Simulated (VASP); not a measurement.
# BSe in VASP: further runs

The runs below take BSe through single point, with PBE.

All numbers are computed with VASP 6.6.1; they aren't measurements. Logs are shortened: lines on timing, memory, paths and dates and some standing lists are left out, and cuts for length are marked.

**1. The cell of the first run**

Symmetry: Fm-3m, No. 225, cubic system. Conventional cell: a = 4.695 Å, b = 4.695 Å, c = 4.695 Å, α = 90.00°, β = 90.00°, γ = 90.00°. B (site symmetry m-3m) has 6 Se at 2.35 Å within 3.1 Å. Se (site symmetry m-3m) has 6 B at 2.35 Å within 3.1 Å.

**2. Single point, PBE**

The input, INCAR:

```
SYSTEM = BSe
PREC = Accurate
ENCUT = 500
EDIFF = 1E-6
ISMEAR = 0
SIGMA = 0.1
LREAL = .FALSE.
LASPH = .TRUE.
NELM = 120
ALGO = Normal
ISIF = 2
LWAVE = .FALSE.
LCHARG = .FALSE.
GGA = PE
NBANDS = 12
GGA_COMPAT = .FALSE.
```

The input, KPOINTS:

```
regular mesh
0
G
  6 6 6
  0 0 0
```

The input, POSCAR:

```
BSe
1.0
    0.0000000000      2.3473338075      2.3473338075
    2.3473338075      0.0000000000      2.3473338075
    2.3473338075      2.3473338075      0.0000000000
B Se
1 1
Direct
    0.0000000000      0.0000000000      0.0000000000
    0.5000000000      0.5000000000      0.5000000000
```

Potentials or basis: VASP PAW PBE potentials, release 64 (B, Se).

On the command line:

```bash
$ cat potpaw_PBE.64/B/POTCAR potpaw_PBE.64/Se/POTCAR > POTCAR
$ mpirun -np 1 vasp_std > vasp.out
```

OUTCAR:

```text
SYSTEM = BSe
   PREC = Accurate
   ENCUT = 500
   EDIFF = 1E-6
   ISMEAR = 0
   LREAL = .FALSE.
   LASPH = .TRUE.
   NELM = 120
   ISIF = 2
   GGA = PE

 ion  position               nearest neighbor table
   1  0.000  0.000  0.000-   2 2.35   2 2.35   2 2.35   2 2.35   2 2.35   2 2.35
   2  0.500  0.500  0.500-   1 2.35   1 2.35   1 2.35   1 2.35   1 2.35   1 2.35

  LATTYP: Found a face centered cubic cell.
 ALAT       =     4.6946676150

  Lattice vectors:

 A1 = (   0.0000000000,   2.3473338075,   2.3473338075)
 A2 = (   2.3473338075,   0.0000000000,   2.3473338075)
 A3 = (   2.3473338075,   2.3473338075,   0.0000000000)

Analysis of symmetry for initial positions (statically):
=====================================================================
 Subroutine PRICEL returns:
 Original cell was already a primitive cell.

 Routine SETGRP: Setting up the symmetry group for a
 face centered cubic supercell.

 Subroutine GETGRP returns: Found 48 space group operations
 (whereof 48 operations were pure point group operations)
 out of a pool of 48 trial point group operations.

The static configuration has the point symmetry O_h .

Analysis of symmetry for dynamics (positions and initial velocities):
=====================================================================
 Subroutine PRICEL returns:
 Original cell was already a primitive cell.

 Routine SETGRP: Setting up the symmetry group for a
 face centered cubic supercell.

 Subroutine GETGRP returns: Found 48 space group operations
 (whereof 48 operations were pure point group operations)
 out of a pool of 48 trial point group operations.

The dynamic configuration has the point symmetry O_h .

 Subroutine INISYM returns: Found 48 space group operations
 (whereof 48 operations are pure point group operations),
 and found     1 'primitive' translations

----------------------------------------------------------------------------------------

                                     Primitive cell

  volume of cell :      25.8675

  direct lattice vectors                    reciprocal lattice vectors
     0.000000000  2.347333808  2.347333808    -0.213007625  0.213007625  0.213007625
     2.347333808  0.000000000  2.347333808     0.213007625 -0.213007625  0.213007625
     2.347333808  2.347333808  0.000000000     0.213007625  0.213007625 -0.213007625

  length of vectors
     3.319631306  3.319631306  3.319631306     0.368940029  0.368940029  0.368940029

  position of ions in fractional coordinates (direct lattice)
     0.000000000  0.000000000  0.000000000
     0.500000000  0.500000000  0.500000000

  ion indices of the primitive-cell ions
   primitive index   ion index
                 1           1
                 2           2

----------------------------------------------------------------------------------------

 KPOINTS: regular mesh

Automatic generation of k-mesh.
 Grid dimensions read from file:
 generate k-points for:    6    6    6

 Generating k-lattice:

  Cartesian coordinates                     Fractional coordinates (reciprocal lattice)
    -0.035501271  0.035501271  0.035501271     0.166666667  0.000000000  0.000000000
     0.035501271 -0.035501271  0.035501271     0.000000000  0.166666667  0.000000000
     0.035501271  0.035501271 -0.035501271     0.000000000  0.000000000  0.166666667

  Length of vectors
     0.061490005  0.061490005  0.061490005

  Shift w.r.t. Gamma in fractional coordinates (k-lattice)
     0.000000000  0.000000000  0.000000000

 Subroutine IBZKPT returns following result:
 ===========================================

 Found     16 irreducible k-points:

 Following reciprocal coordinates:
            Coordinates               Weight
  0.000000  0.000000  0.000000      1.000000
  0.166667  0.000000  0.000000      8.000000
  0.333333  0.000000  0.000000      8.000000
  0.500000  0.000000  0.000000      4.000000
  0.166667  0.166667  0.000000      6.000000
  0.333333  0.166667  0.000000     24.000000
[... 8 lines left out ...]
 -0.333333  0.333333  0.166667     24.000000
 -0.333333  0.500000  0.166667     12.000000
   k-points           NKPTS =     16   k-points in BZ     NKDIM =     16   number of bands    NBANDS=     12
   number of dos      NEDOS =    301   number of ions     NIONS =      2
   total plane-waves  NPLWV =  13824
   dimension x,y,z NGX =    24 NGY =   24 NGZ =   24
   dimension x,y,z NGXF=    48 NGYF=   48 NGZF=   48
   ions per type =               1   1
   NGX,Y,Z   is equivalent  to a cutoff of  12.02, 12.02, 12.02 a.u.
   NGXF,Y,Z  is equivalent  to a cutoff of  24.04, 24.04, 24.04 a.u.
 SYSTEM =  BSe
   PREC   = accura    normal or accurate (medium, high low for compatibility)
   ISTART =      0    job   : 0-new  1-cont  2-samecut
   ICHARG =      2    charge: 1-file 2-atom 10-const
   ISPIN  =      1    spin polarized calculation?
   LNONCOLLINEAR =      F non collinear calculations
   LSORBIT =      F    spin-orbit coupling
   LASPH  =      T    aspherical Exc in radial PAW
   ENCUT  =  500.0 eV  36.75 Ry    6.06 a.u.   6.05  6.05  6.05*2*pi/ulx,y,z
   NELM   =    120;   NELMIN=  2; NELMDL= -5     # of ELM steps
   EDIFF  = 0.1E-05   stopping-criterion for ELM
   LREAL  =      F    real-space projection
   EDIFFG = 0.1E-04   stopping-criterion for IOM
   NSW    =      0    number of steps for IOM
   IBRION =     -1    ionic relax: 0-MD 1-quasi-New 2-CG
   NFREE  =      0    steps in history (QN), initial steepest desc. (CG)
   ISIF   =      2    stress and relaxation
   ISYM   =      2    0-nonsym 1-usesym 2-fastsym
   POTIM  = 0.5000    time-step for ionic-motion
   TEBEG  =    0.0;   TEEND  =   0.0 temperature during run
   PSTRESS=    0.0 pullay stress
   NELECT =       9.0000    total number of electrons
   NUPDOWN=      -1.0000    fix difference up-down
   EMIN   =  10.00;   EMAX   =-10.00  energy-range for DOS
   EFERMI =   0.00;   METHOD = LEGACY
   ISMEAR =     0;   SIGMA  =   0.10  broadening in eV -4-tet -1-fermi 0-gaus
   EFERMI_NEDOS =   21; number of points for ismear=-14 and -15
   IALGO  =     38    algorithm
   IMIX   =      4    mixing-type and parameters
     AMIX     =   0.40;   BMIX     =  1.00
     AMIX_MAG =   1.60;   BMIX_MAG =  1.00
  volume/ion in A,a.u.               =      12.93        87.28
  Fermi-wavevector in a.u.,A,eV,Ry     =   1.151430  2.175887 18.038477  1.325791
  Thomas-Fermi vector in A             =   2.288088
   LORBIT       =      0    0 simple, 1 ext, 2 COOP (PROOUT), +10 PAW based schemes
   GGA     = PE    functional components
   LHFCALC =     F    Hartree Fock is set to
   AEXX    =    0.0000 exact exchange contribution
   IVDW    =     0    specifies the selected vdW correction
   LEPSILON=     F    determine dielectric tensor
   LRPA    =     F    only Hartree local field effects (RPA)
 non-spin polarized calculation
 Gauss-broadening in eV      SIGMA  =   0.10
  energy-cutoff  :      500.00
  volume of cell :       25.87
 maximum number of plane-waves:       680
   NGX = 13   NGY = 13   NGZ = 13

 number of electron       8.9999999 magnetization

 Free energy of the ion-electron system (eV)
  ---------------------------------------------------
  ext. energy  EPLUGINS =         0.00000000
  ---------------------------------------------------
  free energy    TOTEN  =        -8.33378625 eV

  energy without entropy =       -8.33055155  energy(sigma->0) =       -8.33216890

 E-fermi :   6.9962     XC(G=0): -11.2841

 val. band max:        6.6316910972   @ k =   0.5000   0.1667   0.0000
 cond. band min:       7.0775489113   @ k =   0.5000   0.3333   0.1667
 fundamental gap:      0.4458578141
 Fermi energy:         6.9962069793

 k-point     1 :       0.0000    0.0000    0.0000
  band No.  band energies     occupation
      1     -10.1306      2.00000
      2       5.5401      2.00000
      3       5.5401      2.00000
      4       5.5401      2.00000
      5       7.4786      0.00000
      6      12.8801      0.00000
      7      12.8801      0.00000
      8      12.8801      0.00000
      9      15.2564      0.00000
     10      15.2564      0.00000
     11      15.2564      0.00000
     12      19.1178      0.00000

 k-point     2 :       0.1667    0.0000    0.0000
  band No.  band energies     occupation
      1      -9.6752      2.00000
      2       2.5642      2.00000
      3       5.5429      2.00000
      4       5.5429      2.00000
      5       9.0517      0.00000
      6      11.2030      0.00000
      7      11.2030      0.00000
      8      12.3748      0.00000
      9      15.3071      0.00000
     10      16.2976      0.00000
     11      16.2976      0.00000
     12      21.6742      0.00000

 k-point     3 :       0.3333    0.0000    0.0000
  band No.  band energies     occupation
      1      -8.4271      2.00000
      2      -1.0636      2.00000
      3       5.7499      2.00000
      4       5.7499      2.00000
      5       8.9146      0.00000
      6       8.9146      0.00000
      7       9.3054      0.00000
      8      11.5936      0.00000
      9      17.4732      0.00000
     10      19.1346      0.00000
     11      19.1346      0.00000
     12      24.3167      0.00000
[... 166 lines left out ...]
 k-point    15 :      -0.3333    0.3333    0.1667
  band No.  band energies     occupation
      1      -6.5485      2.00000
      2      -1.7050      2.00000
      3       1.1150      2.00000
      4       2.0087      2.00000
      5       8.7340      0.00000
      6       8.8479      0.00000
      7      15.0274      0.00000
      8      15.2863      0.00000
      9      16.7643      0.00000
     10      16.9434      0.00000
     11      23.9203      0.00000
     12      26.1219      0.00000

 k-point    16 :      -0.3333    0.5000    0.1667
  band No.  band energies     occupation
      1      -6.2211      2.00000
      2      -0.6818      2.00000
      3       0.0292      2.00000
      4       1.0094      2.00000
      5       6.5855      2.00000
      6      11.7536      0.00000
      7      13.2294      0.00000
      8      15.9069      0.00000
      9      16.9576      0.00000
     10      19.1462      0.00000
     11      25.7010      0.00000
     12      26.6941      0.00000

------------------------ aborting loop because EDIFF is reached ----------------------------------------

  FORCE on cell =-STRESS in cart. coord.  units (eV):
  Direction    XX          YY          ZZ          XY          YZ          ZX
  --------------------------------------------------------------------------------------
  -------------------------------------------------------------------------------------
  Total        0.0150509      0.0150509      0.0150509     -0.0000000      0.0000000     -0.0000000
  in kB        0.9322193      0.9322193      0.9322193     -0.0000000      0.0000000     -0.0000000
  external PRESSURE =       0.9322193 kB  Pullay stress =       0.0000000 kB

 VOLUME and BASIS-vectors are now :
 -----------------------------------------------------------------------------
  energy-cutoff  :      500.00
  volume of cell :       25.87
      direct lattice vectors                 reciprocal lattice vectors
     0.000000000  2.347333808  2.347333808    -0.213007625  0.213007625  0.213007625
     2.347333808  0.000000000  2.347333808     0.213007625 -0.213007625  0.213007625
     2.347333808  2.347333808  0.000000000     0.213007625  0.213007625 -0.213007625

 POSITION                                       TOTAL-FORCE (eV/Angst)
 -----------------------------------------------------------------------------------
      0.00000      0.00000      0.00000        -0.000000      0.000000      0.000000
      2.34733      2.34733      2.34733         0.000000     -0.000000     -0.000000
 -----------------------------------------------------------------------------------
    total drift:                                0.000000     -0.000000     -0.000000

  FREE ENERGIE OF THE ION-ELECTRON SYSTEM (eV)
  ---------------------------------------------------
  free  energy   TOTEN  =        -8.3337862457 eV

  energy  without entropy=       -8.3305515538  energy(sigma->0) =       -8.33216890
```

It took 3.8 s on 1 thread of AMD EPYC 7R13 (Zen 3), shared host; peak memory 0.1 GiB.

Results:

```
Free energy            : -8.3338 eV
Pressure               : 0.1 GPa
Band gap on the k mesh : zero (an odd number of electrons rules out a gap without spin polarisation)
```

Caveat: the k points lie up to 0.39 Å⁻¹ apart, too coarse for converged energies and pressures of a metal.

**3. Single point, PBE**

This run uses another cell than the first one, of 16.55 Å³/atom.

The input, INCAR:

```
SYSTEM = BSe
ALGO     = Normal         ! electronic algorithm
EDIFF    = 1E-6           ! SCF threshold, eV
ENCUT    = 500            ! plane-wave cutoff, eV
GGA      = PE             ! functional
GGA_COMPAT= .FALSE.      
ISIF     = 2              ! what is computed and relaxed
ISMEAR   = 0              ! smearing method
LASPH    = .TRUE.         ! aspherical terms in the spheres
LCHARG   = .TRUE.         ! write CHGCAR
LELF     = .TRUE.         ! ELF
LREAL    = .FALSE.        ! projectors in reciprocal space
LVHAR    = .TRUE.       
LWAVE    = .FALSE.        ! write WAVECAR
NBANDS   = 12             ! bands
NELM     = 120            ! most SCF steps
PREC     = Accurate       ! precision mode
SIGMA    = 0.1            ! smearing width, eV
```

The input, KPOINTS:

```
k-points
0
G
  6 6 6
  0 0 0
```

The input, POSCAR:

```
BSe
1.0
    0.0000000000      2.5485432202      2.5485432202
    2.5485432202      0.0000000000      2.5485432202
    2.5485432202      2.5485432202      0.0000000000
B Se
1 1
Direct
    0.0000000000      0.0000000000      0.0000000000
    0.5000000000      0.5000000000      0.5000000000
```

Potentials or basis: VASP PAW PBE potentials, release 64 (B, Se).

On the command line:

```bash
$ cat potpaw_PBE.64/B/POTCAR potpaw_PBE.64/Se/POTCAR > POTCAR
$ mpirun -np 1 vasp_std > vasp.out
```

OUTCAR:

```text
SYSTEM = BSe
   EDIFF = 1E-6
   ENCUT = 500
   GGA = PE
   ISIF = 2
   ISMEAR = 0
   LASPH = .TRUE.
   LREAL = .FALSE.
   NELM = 120
   PREC = Accurate

 ion  position               nearest neighbor table
   1  0.000  0.000  0.000-
   2  0.500  0.500  0.500-

  LATTYP: Found a face centered cubic cell.
 ALAT       =     5.0970864404

  Lattice vectors:

 A1 = (   0.0000000000,   2.5485432202,   2.5485432202)
 A2 = (   2.5485432202,   0.0000000000,   2.5485432202)
 A3 = (   2.5485432202,   2.5485432202,   0.0000000000)

Analysis of symmetry for initial positions (statically):
=====================================================================
 Subroutine PRICEL returns:
 Original cell was already a primitive cell.

 Routine SETGRP: Setting up the symmetry group for a
 face centered cubic supercell.

 Subroutine GETGRP returns: Found 48 space group operations
 (whereof 48 operations were pure point group operations)
 out of a pool of 48 trial point group operations.

The static configuration has the point symmetry O_h .

[... 160 lines left out ...]
  band No.  band energies     occupation
      1     -10.7646      2.00000
      2       2.5494      2.00000
      3       3.0059      2.00000
      4       3.0059      2.00000
      5       3.0059      2.00000
      6       9.0355      0.00000
      7       9.0355      0.00000
      8       9.0355      0.00000
      9      12.6291      0.00000
     10      12.6291      0.00000
     11      12.6291      0.00000
     12      15.7105      0.00000
[... 211 lines left out ...]
 k-point    16 :      -0.3333    0.5000    0.1667
  band No.  band energies     occupation
      1      -8.3352      2.00000
      2      -1.7201      2.00000
      3      -1.5717      2.00000
      4      -0.2749      2.00000
      5       3.6702      2.00000
      6       7.9683      0.00000
      7      10.8113      0.00000
      8      11.1467      0.00000
      9      11.8755      0.00000
     10      15.6227      0.00000
     11      20.6614      0.00000
     12      22.0147      0.00000

------------------------ aborting loop because EDIFF is reached ----------------------------------------

  FORCE on cell =-STRESS in cart. coord.  units (eV):
  Direction    XX          YY          ZZ          XY          YZ          ZX
  --------------------------------------------------------------------------------------
  -------------------------------------------------------------------------------------
  Total       -3.3602758     -3.3602758     -3.3602758     -0.0000000     -0.0000000      0.0000000
  in kB     -162.6220758   -162.6220758   -162.6220758     -0.0000000     -0.0000000      0.0000000
  external PRESSURE =    -162.6220758 kB  Pullay stress =       0.0000000 kB

 VOLUME and BASIS-vectors are now :
 -----------------------------------------------------------------------------
  energy-cutoff  :      500.00
  volume of cell :       33.11
      direct lattice vectors                 reciprocal lattice vectors
     0.000000000  2.548543220  2.548543220    -0.196190512  0.196190512  0.196190512
     2.548543220  0.000000000  2.548543220     0.196190512 -0.196190512  0.196190512
     2.548543220  2.548543220  0.000000000     0.196190512  0.196190512 -0.196190512

 POSITION                                       TOTAL-FORCE (eV/Angst)
 -----------------------------------------------------------------------------------
      0.00000      0.00000      0.00000        -0.000000     -0.000000     -0.000000
      2.54854      2.54854      2.54854         0.000000      0.000000      0.000000
 -----------------------------------------------------------------------------------
    total drift:                                0.000000      0.000000      0.000000

  FREE ENERGIE OF THE ION-ELECTRON SYSTEM (eV)
  ---------------------------------------------------
  free  energy   TOTEN  =        -7.8750071182 eV

  energy  without entropy=       -7.8697509729  energy(sigma->0) =       -7.87237905
```

OSZICAR:

```text
N       E                     dE             d eps       ncg     rms          rms(c)
DAV:   1     0.188378178922E+02    0.18838E+02   -0.38218E+03   384   0.600E+02
DAV:   2    -0.686161929903E+01   -0.25699E+02   -0.24898E+02   496   0.103E+02
DAV:   3    -0.787089150780E+01   -0.10093E+01   -0.10059E+01   504   0.197E+01
DAV:   4    -0.787420429006E+01   -0.33128E-02   -0.33127E-02   452   0.130E+00
DAV:   5    -0.787421203578E+01   -0.77457E-05   -0.77452E-05   472   0.659E-02    0.321E+00
DAV:   6    -0.786759636097E+01    0.66157E-02   -0.95028E-02   408   0.951E-01    0.185E+00
DAV:   7    -0.787307547864E+01   -0.54791E-02   -0.66132E-03   456   0.540E-01    0.706E-01
DAV:   8    -0.787490555767E+01   -0.18301E-02   -0.11728E-03   424   0.260E-01    0.553E-02
DAV:   9    -0.787500100403E+01   -0.95446E-04   -0.10449E-04   460   0.599E-02    0.380E-02
DAV:  10    -0.787500664493E+01   -0.56409E-05   -0.22737E-05   432   0.254E-02    0.362E-03
DAV:  11    -0.787500711823E+01   -0.47331E-06   -0.80612E-07   364   0.606E-03
   1 F= -.78750071E+01 E0= -.78723790E+01  d E =-.525615E-02
```

Wall time 5.8 s (1 thread of AMD EPYC 7R13 (Zen 3), shared host); peak memory 0.12 GiB.

What came out:

| Quantity | Value |
| --- | --- |
| Free energy | -7.8750 eV |
| Pressure | -16.3 GPa |
| Band gap on the k mesh | zero (an odd number of electrons rules out a gap without spin polarisation) |

Caveat: the cell stands under tension.

(Part 1 of 2 ends here.)

The gap in the log of VASP goes by the Fermi energy; the results here count the filled bands.